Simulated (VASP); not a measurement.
Here is a VASP 6.6.1 calculation.

The input INCAR:

```
SYSTEM = AsPt4
  PREC = Accurate
  ENCUT = 520
  EDIFF = 1E-6
  ISMEAR = 0
  SIGMA = 0.1
  LREAL = .FALSE.
  LASPH = .TRUE.
  NELM = 100
  ALGO = Fast
  ISIF = 2
  LWAVE = .FALSE.
  LCHARG = .FALSE.
  GGA = PE
  NBANDS = 30
```

Contents of KPOINTS:

```
regular mesh
0
G
  10 10 10
  0 0 0
```

The input POSCAR:

```
AsPt4
1.0
   -2.8321316915      2.8321316915      2.8321316915
    2.8321316915     -2.8321316915      2.8321316915
    2.8321316915      2.8321316915     -2.8321316915
As Pt
1 4
Direct
    0.0000000000      0.0000000000      0.0000000000
    0.0000000000      0.0000000000      0.5000000000
    0.5000000000      0.0000000000      0.0000000000
    0.0000000000      0.5000000000      0.0000000000
    0.5000000000      0.5000000000      0.5000000000
```

Potentials or basis: VASP PAW PBE potentials, release 64 (As, Pt).

Command:

```console
$ cat potpaw_PBE.64/As/POTCAR potpaw_PBE.64/Pt/POTCAR > POTCAR
$ mpirun -np 1 vasp_std > vasp.out
```

Problem. Predict the pressure.

Solution. 0.1 GPa.
